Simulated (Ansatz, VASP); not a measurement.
One calculation of MgO, two programs

INCAR

```
PREC = Accurate
ENCUT = 520
EDIFF = 1E-6
ISMEAR = 0
SIGMA = 0.05
LREAL = False
LASPH = True
NELM = 80
ALGO = Normal
ISIF = 2
LWAVE = False
LCHARG = False
NBANDS = 36
```

File KPOINTS:

```
regular mesh
0
Gamma
  9 9 2
```

File POSCAR:

```
MgO
1.0
    2.1351500000     -2.1351500000      0.0000000000
    2.1351500000      0.0000000000     -2.1351500000
    8.4539974596      8.4539974596      8.4539974596
Mg O
6 6
Direct
    0.6666666667      0.6666666667      0.0420934990
    0.0000000000      0.0000000000      0.8839634783
    0.3333333333      0.3333333333      0.2104674948
    0.6666666667      0.6666666667      0.5472154866
    0.0000000000      0.0000000000      0.3788414907
    0.3333333333      0.3333333333      0.7155894824
    0.6666666667      0.6666666667      0.2946544928
    0.0000000000      0.0000000000      0.1262804969
    0.3333333333      0.3333333333      0.4630284886
    0.6666666667      0.6666666667      0.7997764804
    1.0000000000      1.0000000000      0.6314024845
    0.3333333333      0.3333333333      0.9681504762
```

Input for Ansatz:

```yaml
crystal:
  lattice:
    - [2.13515, -2.13515, 0.0]
    - [2.13515, 0.0, -2.13515]
    - [8.4539974596, 8.4539974596, 8.4539974596]
  atoms:
    - { symbol: Mg, position: [0.6666666667, 0.6666666667, 0.042093499] }
    - { symbol: Mg, position: [0.0, 0.0, 0.8839634783] }
    - { symbol: Mg, position: [0.3333333333, 0.3333333333, 0.2104674948] }
    - { symbol: Mg, position: [0.6666666667, 0.6666666667, 0.5472154866] }
    - { symbol: Mg, position: [0.0, 0.0, 0.3788414907] }
    - { symbol: Mg, position: [0.3333333333, 0.3333333333, 0.7155894824] }
    - { symbol: O, position: [0.6666666667, 0.6666666667, 0.2946544928] }
    - { symbol: O, position: [0.0, 0.0, 0.1262804969] }
    - { symbol: O, position: [0.3333333333, 0.3333333333, 0.4630284886] }
    - { symbol: O, position: [0.6666666667, 0.6666666667, 0.7997764804] }
    - { symbol: O, position: [1.0, 1.0, 0.6314024845] }
    - { symbol: O, position: [0.3333333333, 0.3333333333, 0.9681504762] }
basis:
  ecutwfc: 420
kpoints:
  mp_grid: { grid: [9, 9, 2] }
hamiltonian:
  xc: lda
scf:
  occupations: { method: gaussian, width: 0.05 }
output:
  forces: true
  stress: true
  eigenvalues: true
```

Alike in both runs: task single point; functional LDA; k mesh 9 × 9 × 2; occupations gaussian, width 0.05 eV; no spin polarisation.

|  | VASP | Ansatz |
| --- | --- | --- |
| version | VASP 6.6.1 | Ansatz 0.2.0 |
| potentials or method | VASP PAW LDA potentials, release 64 (Mg, O), cutoff 520 eV | scalar-relativistic, plane waves, PAW |
| valence electrons in the cell | 48 | 96 |

```tsv
	VASP	Ansatz	Ansatz less VASP
gap on the k mesh at the Fermi level (eV)	4.06	4.07	+0.009
least direct gap on the mesh (eV)	4.06	4.07	+0.009
pressure (GPa)	-11.7	-10.1	+1.64
traceless stress, the component that is largest in VASP (GPa)	0.86	0.85	-0.012
rms of the force components (eV/Å)	0.334	0.328	-0.0055
```

LDA's correlation is that of Perdew and Zunger in VASP and of Perdew and Wang (1992) in Ansatz. Atom by atom the forces differ by 0.006 eV/Å (rms over components). VASP's potentials hold 48 valence electrons a cell and Ansatz's 96, so a difference there can come from the potentials and not from the codes.
